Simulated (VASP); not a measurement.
# Pt (P6_3/mmc) in VASP: further runs

Runs on Pt. Level: BLYP. Tasks: single point.

Program: VASP 6.6.1. These are calculated values, not measurements. Logs are shortened: lines on timing, memory, paths and dates and some standing lists are left out, and cuts for length are marked.

### Step 1. The cell of the first run

Symmetry: P6_3/mmc, No. 194, hexagonal system. The conventional cell has a = 2.803 Å, b = 2.803 Å, c = 9.431 Å, α = 90.00°, β = 90.00°, γ = 120.00°. Within 3.7 Å of Pt (site symmetry -3m) lie 12 Pt at 2.80 to 2.86 Å. Within 3.7 Å of Pt (site symmetry -6m2) lie 12 Pt at 2.80 to 2.86 Å.

### Step 2. Single point, BLYP (volume scaled by 0.96)

File INCAR:

```
PREC = Accurate
ENCUT = 520
EDIFF = 1E-7
ISMEAR = -1
SIGMA = 0.1
LREAL = False
LASPH = True
NELM = 100
ALGO = Normal
ISIF = 2
LWAVE = False
LCHARG = False
GGA = B5
ALDAX = 1.0
AGGAX = 1.0
AGGAC = 1.0
ALDAC = 0.0
NBANDS = 28
```

File KPOINTS:

```
Automatic mesh
0
Gamma
  14 14 4
```

File POSCAR:

```
Pt
1.0
    2.8032463188      0.0000000000      0.0000000000
   -1.4016231594      2.4276825252      0.0000000000
    0.0000000000      0.0000000000      9.4311529908
Pt
4
Direct
    1.0000000000      1.0000000000      0.0000000000
    1.0000000000      1.0000000000      0.5000000000
    0.3333333333      0.6666666667      0.2500000000
    0.6666666667      0.3333333333      0.7500000000
```

Potentials or basis: VASP PAW PBE potentials, release 64 (Pt).

Started as:

```sh
> cat potpaw_PBE.64/Pt/POTCAR > POTCAR
> mpirun -np 1 vasp_std > vasp.out
```

OUTCAR:

```text
PREC = Accurate
   ENCUT = 520
   EDIFF = 1E-7
   ISMEAR = -1
   LREAL = False
   LASPH = True
   NELM = 100
   ISIF = 2
   GGA = B5

 ion  position               nearest neighbor table
   1  0.000  0.000  0.000-   3 2.86   4 2.86   4 2.86   3 2.86   4 2.86   3 2.86
   2  0.000  0.000  0.500-   3 2.86   4 2.86   4 2.86   3 2.86   4 2.86   3 2.86
   3  0.333  0.667  0.250-   1 2.86   2 2.86   1 2.86   2 2.86   1 2.86   2 2.86
   4  0.667  0.333  0.750-   1 2.86   2 2.86   1 2.86   2 2.86   1 2.86   2 2.86

  LATTYP: Found a hexagonal cell.
 ALAT       =     2.8032463188
 C/A-ratio  =     3.3643682781

  Lattice vectors:

 A1 = (   2.8032463188,   0.0000000000,   0.0000000000)
 A2 = (  -1.4016231594,   2.4276825252,   0.0000000000)
 A3 = (   0.0000000000,   0.0000000000,   9.4311529908)

Analysis of symmetry for initial positions (statically):
=====================================================================
 Subroutine PRICEL returns:
 Original cell was already a primitive cell.

 Routine SETGRP: Setting up the symmetry group for a
 hexagonal supercell.

 Subroutine GETGRP returns: Found 24 space group operations
 (whereof 12 operations were pure point group operations)
 out of a pool of 24 trial point group operations.

The static configuration has the point symmetry D_3d.
 The point group associated with its full space group is D_6h.

Analysis of symmetry for dynamics (positions and initial velocities):
=====================================================================
 Subroutine PRICEL returns:
 Original cell was already a primitive cell.

 Routine SETGRP: Setting up the symmetry group for a
 hexagonal supercell.

 Subroutine GETGRP returns: Found 24 space group operations
 (whereof 12 operations were pure point group operations)
 out of a pool of 24 trial point group operations.

The dynamic configuration has the point symmetry D_3d.
 The point group associated with its full space group is D_6h.

 Subroutine INISYM returns: Found 24 space group operations
 (whereof 12 operations are pure point group operations),
 and found     1 'primitive' translations

----------------------------------------------------------------------------------------

                                     Primitive cell

  volume of cell :      64.1827

  direct lattice vectors                    reciprocal lattice vectors
     2.803246319  0.000000000  0.000000000     0.356729265  0.205957737  0.000000000
    -1.401623159  2.427682525  0.000000000     0.000000000  0.411915475  0.000000000
     0.000000000  0.000000000  9.431152991     0.000000000  0.000000000  0.106031574

  length of vectors
     2.803246319  2.803246319  9.431152991     0.411915475  0.411915475  0.106031574

  position of ions in fractional coordinates (direct lattice)
     0.000000000  0.000000000  0.000000000
     0.000000000  0.000000000  0.500000000
     0.333333333  0.666666667  0.250000000
     0.666666667  0.333333333  0.750000000

  ion indices of the primitive-cell ions
   primitive index   ion index
                 1           1
                 2           2
                 3           3
                 4           4

----------------------------------------------------------------------------------------

 KPOINTS: Automatic mesh

Automatic generation of k-mesh.
 Grid dimensions read from file:
 generate k-points for:   14   14    4

 Generating k-lattice:

  Cartesian coordinates                     Fractional coordinates (reciprocal lattice)
     0.025480662  0.014711267  0.000000000     0.071428571  0.000000000  0.000000000
     0.000000000  0.029422534  0.000000000     0.000000000  0.071428571  0.000000000
     0.000000000  0.000000000  0.026507894     0.000000000  0.000000000  0.250000000

  Length of vectors
     0.029422534  0.029422534  0.026507894

  Shift w.r.t. Gamma in fractional coordinates (k-lattice)
     0.000000000  0.000000000  0.000000000

 Subroutine IBZKPT returns following result:
 ===========================================

 Found     72 irreducible k-points:

 Following reciprocal coordinates:
            Coordinates               Weight
  0.000000  0.000000  0.000000      1.000000
  0.071429  0.000000  0.000000      6.000000
  0.142857  0.000000  0.000000      6.000000
  0.214286  0.000000  0.000000      6.000000
  0.285714  0.000000  0.000000      6.000000
  0.357143  0.000000  0.000000      6.000000
[... 16 lines left out ...]
  0.285714  0.285714  0.000000      6.000000
  0.357143  0.285714  0.000000      6.000000
 [... further k-points ...]
   k-points           NKPTS =     72   k-points in BZ     NKDIM =     72   number of bands    NBANDS=     28
   number of dos      NEDOS =    301   number of ions     NIONS =      4
   total plane-waves  NPLWV =  40320
   dimension x,y,z NGX =    24 NGY =   24 NGZ =   70
   dimension x,y,z NGXF=    48 NGYF=   48 NGZF=  140
   ions per type =               4
   NGX,Y,Z   is equivalent  to a cutoff of  14.23, 14.23, 12.34 a.u.
   NGXF,Y,Z  is equivalent  to a cutoff of  28.47, 28.47, 24.68 a.u.
 SYSTEM =  unknown system
   PREC   = accura    normal or accurate (medium, high low for compatibility)
   ISTART =      0    job   : 0-new  1-cont  2-samecut
   ICHARG =      2    charge: 1-file 2-atom 10-const
   ISPIN  =      1    spin polarized calculation?
   LNONCOLLINEAR =      F non collinear calculations
   LSORBIT =      F    spin-orbit coupling
   LASPH  =      T    aspherical Exc in radial PAW
   ENCUT  =  520.0 eV  38.22 Ry    6.18 a.u.   5.21  5.21 17.54*2*pi/ulx,y,z
   NELM   =    100;   NELMIN=  2; NELMDL= -5     # of ELM steps
   EDIFF  = 0.1E-06   stopping-criterion for ELM
   LREAL  =      F    real-space projection
   EDIFFG = 0.1E-05   stopping-criterion for IOM
   NSW    =      0    number of steps for IOM
   IBRION =     -1    ionic relax: 0-MD 1-quasi-New 2-CG
   NFREE  =      0    steps in history (QN), initial steepest desc. (CG)
   ISIF   =      2    stress and relaxation
   ISYM   =      2    0-nonsym 1-usesym 2-fastsym
   POTIM  = 0.5000    time-step for ionic-motion
   TEBEG  =    0.0;   TEEND  =   0.0 temperature during run
   PSTRESS=    0.0 pullay stress
   NELECT =      40.0000    total number of electrons
   NUPDOWN=      -1.0000    fix difference up-down
   EMIN   =  10.00;   EMAX   =-10.00  energy-range for DOS
   EFERMI =   0.00;   METHOD = LEGACY
   ISMEAR =    -1;   SIGMA  =   0.10  broadening in eV -4-tet -1-fermi 0-gaus
   EFERMI_NEDOS =   21; number of points for ismear=-14 and -15
   IALGO  =     38    algorithm
   IMIX   =      4    mixing-type and parameters
     AMIX     =   0.40;   BMIX     =  1.00
     AMIX_MAG =   1.60;   BMIX_MAG =  1.00
  volume/ion in A,a.u.               =      16.05       108.28
  Fermi-wavevector in a.u.,A,eV,Ry     =   1.398370  2.642537 26.605368  1.955439
  Thomas-Fermi vector in A             =   2.521535
   LORBIT       =      0    0 simple, 1 ext, 2 COOP (PROOUT), +10 PAW based schemes
   GGA     = B5    functional components
   LHFCALC =     F    Hartree Fock is set to
   AEXX    =    0.0000 exact exchange contribution
   IVDW    =     0    specifies the selected vdW correction
   LEPSILON=     F    determine dielectric tensor
   LRPA    =     F    only Hartree local field effects (RPA)
 non-spin polarized calculation
  energy-cutoff  :      520.00
  volume of cell :       64.18
 maximum number of plane-waves:      1748
 NGX is ok and might be reduce to    24
   NGX = 11   NGY = 11   NGZ = 35

 number of electron      39.9999992 magnetization

 Free energy of the ion-electron system (eV)
  ---------------------------------------------------
  ext. energy  EPLUGINS =         0.00000000
  ---------------------------------------------------
  free energy    TOTEN  =       -19.94640164 eV

  energy without entropy =      -19.71072223  energy(sigma->0) =      -19.82856194

 E-fermi :  10.6998     XC(G=0): -12.4340

 val. band max:       10.6965813363   @ k =   0.2857   0.0000   0.0000
 cond. band min:      10.7010550028   @ k =   0.3571   0.0000   0.2500
 fundamental gap:      0.0044736665
 Fermi energy:        10.6998249413

 k-point     1 :       0.0000    0.0000    0.0000
  band No.  band energies     occupation
      1       1.3025      2.00000
      2       3.1189      2.00000
      3       3.1265      2.00000
      4       3.9473      2.00000
      5       6.9176      2.00000
      6       6.9638      2.00000
[... 20 lines left out ...]
     27      23.4049      0.00000
     28      25.6963      0.00000

 k-point     2 :       0.0714    0.0000    0.0000
  band No.  band energies     occupation
      1       1.4798      2.00000
      2       3.2900      2.00000
      3       3.2975      2.00000
      4       4.1065      2.00000
      5       6.7434      2.00000
      6       6.8680      2.00000
[... 20 lines left out ...]
     27      23.4780      0.00000
     28      25.9616      0.00000

 k-point     3 :       0.1429    0.0000    0.0000
  band No.  band energies     occupation
      1       1.9899      2.00000
      2       3.7565      2.00000
      3       3.7633      2.00000
      4       4.5355      2.00000
      5       6.4016      2.00000
      6       6.6314      2.00000
[... 20 lines left out ...]
     27      23.6448      0.00000
     28      26.3149      0.00000

 k-point     4 :       0.2143    0.0000    0.0000
  band No.  band energies     occupation
      1       2.7547      2.00000
      2       4.3176      2.00000
      3       4.3236      2.00000
      4       5.0243      2.00000
      5       6.0998      2.00000
      6       6.3283      2.00000
[... 20 lines left out ...]
     27      23.6770      0.00000
     28      24.3937      0.00000

 k-point     5 :       0.2857    0.0000    0.0000
  band No.  band energies     occupation
      1       3.5829      2.00000
      2       4.5847      2.00000
      3       4.6148      2.00000
      4       5.1474      2.00000
      5       5.9044      2.00000
      6       5.9785      2.00000
[... 20 lines left out ...]
     27      22.5518      0.00000
     28      22.7760      0.00000

 k-point     6 :       0.3571    0.0000    0.0000
  band No.  band energies     occupation
      1       4.0787      2.00000
      2       4.4929      2.00000
      3       4.6684      2.00000
      4       5.0246      2.00000
      5       5.6460      2.00000
      6       5.7831      2.00000
[... 463 lines left out ...]
      5       5.7626      2.00000
      6       6.1266      2.00000
[... 20 lines left out ...]
     27      18.9717      0.00000
     28      20.1969      0.00000

 k-point    22 :       0.3571    0.2143    0.0000
  band No.  band energies     occupation
      1       5.0127      2.00000
      2       5.0190      2.00000
      3       5.5507      2.00000
      4       5.9263      2.00000
      5       6.0880      2.00000
      6       6.1505      2.00000
[... 20 lines left out ...]
     27      18.5804      0.00000
     28      19.6767      0.00000

 k-point    23 :       0.2857    0.2857    0.0000
  band No.  band energies     occupation
      1       5.3630      2.00000
      2       5.3742      2.00000
      3       5.6088      2.00000
      4       5.7918      2.00000
      5       6.1515      2.00000
      6       6.2110      2.00000
[... 20 lines left out ...]
     27      19.3152      0.00000
     28      19.8737      0.00000

 k-point    24 :       0.3571    0.2857    0.0000
  band No.  band energies     occupation
      1       5.4155      2.00000
      2       5.4978      2.00000
      3       5.8646      2.00000
      4       5.9037      2.00000
      5       5.9687      2.00000
      6       6.0634      2.00000
[... 20 lines left out ...]
     27      18.4548      0.00000
     28      19.3482      0.00000

 [... further k-points ...]
[... 5 lines left out ...]
  --------------------------------------------------------------------------------------
  -------------------------------------------------------------------------------------
  Total        4.1226757      4.1226757      3.7467699     -0.0000000      0.0000000      0.0000000
  in kB      102.9133732    102.9133732     93.5297252     -0.0000000      0.0000000      0.0000000
  external PRESSURE =      99.7854906 kB  Pullay stress =       0.0000000 kB

 VOLUME and BASIS-vectors are now :
 -----------------------------------------------------------------------------
  energy-cutoff  :      520.00
  volume of cell :       64.18
      direct lattice vectors                 reciprocal lattice vectors
     2.803246319  0.000000000  0.000000000     0.356729265  0.205957737  0.000000000
    -1.401623159  2.427682525  0.000000000     0.000000000  0.411915475  0.000000000
     0.000000000  0.000000000  9.431152991     0.000000000  0.000000000  0.106031574

 POSITION                                       TOTAL-FORCE (eV/Angst)
 -----------------------------------------------------------------------------------
      0.00000      0.00000      0.00000        -0.000000      0.000000     -0.000000
      0.00000      0.00000      4.71558        -0.000000      0.000000     -0.000000
     -0.00000      1.61846      2.35779         0.000000     -0.000000     -0.000000
      1.40162      0.80923      7.07336         0.000000      0.000000      0.000000
 -----------------------------------------------------------------------------------
    total drift:                               -0.000000      0.000000      0.000000

  FREE ENERGIE OF THE ION-ELECTRON SYSTEM (eV)
  ---------------------------------------------------
  free  energy   TOTEN  =       -19.9464016387 eV

  energy  without entropy=      -19.7107222319  energy(sigma->0) =      -19.82856194
```

Run time: 1.9 min. Hardware: 1 thread of Intel Xeon 6975P-C, shared host; peak memory 0.25 GiB.

Results:

| Property | Result |
| --- | --- |
| Free energy | -19.9464 eV |
| Pressure | 10.0 GPa |
| Band gap on the k mesh | zero (band 20 reaches 11.07 eV, above the bottom of band 21 at 9.80 eV) |

Stress tensor (GPa, compression positive):
```
10.29  0.00  0.00
 0.00 10.29  0.00
 0.00  0.00  9.35
```

Levels at points of the mesh, in eV from the Fermi level:
```
           k point  band 17  band 18  band 19  band 20  band 21  band 22  band 23  band 24
(0.00, 0.00, 0.00)    -1.78    -1.22    -1.22    -0.84    -0.84    -0.18    -0.13    -0.13
(0.50, 0.00, 0.00)     0.24     0.30     0.31     0.37     0.57     1.36     3.09     3.35
(0.00, 0.00, 0.50)    -1.53    -1.53    -1.53    -1.53    -0.43    -0.43    -0.43    -0.43
(0.50, 0.00, 0.50)     0.17     0.17     0.35     0.35     2.03     2.03     3.02     3.02
```

Caveat: the PAW data sets were made with another functional, which shifts forces and pressure a little; spin-orbit coupling is left out, which moves the levels of the heavy elements.

[end of part 1 of 2]
